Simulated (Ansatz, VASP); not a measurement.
**NaI in VASP and in Ansatz**

```
CELL_PARAMETERS angstrom
-0.02616 3.22972 3.22972
3.22972 -0.02616 3.22972
3.20356 3.20356 0.00000
ATOMIC_POSITIONS crystal
Na 0.00000 0.00000 0.00000
I 0.50000 0.50000 0.50000
```

Change from the starting cell: shear_xy strain -1.6%.

Alike in both runs: task single point; functional r2SCAN; k mesh 8 × 8 × 8; no spin polarisation.

|  | VASP | Ansatz |
| --- | --- | --- |
| version | VASP 6.6.1 | Ansatz 0.2.0 |
| potentials or method | VASP PAW PBE potentials, release 64 (Na_pv, I) | plane waves, PAW |
| plane-wave cutoff (eV) | 520 | 500 |
| occupations | gaussian, width 0.01 eV | fixed |
| valence electrons in the cell | 14 | 26 |

|  | VASP | Ansatz | Ansatz less VASP |
| --- | --- | --- | --- |
| gap on the k mesh at the Fermi level (eV) | 4.42 | 4.41 | -0.009 |
| pressure (GPa) | -0.1 | 0.0 | +0.08 |
| traceless stress, the component that is largest in VASP (GPa) | 0.13 | 0.13 | -0.001 |

VASP's potentials were made for PBE, not for r2SCAN. VASP's potentials hold 14 valence electrons a cell and Ansatz's 26, so a difference there can come from the potentials and not from the codes.

Spin-orbit coupling is off throughout.
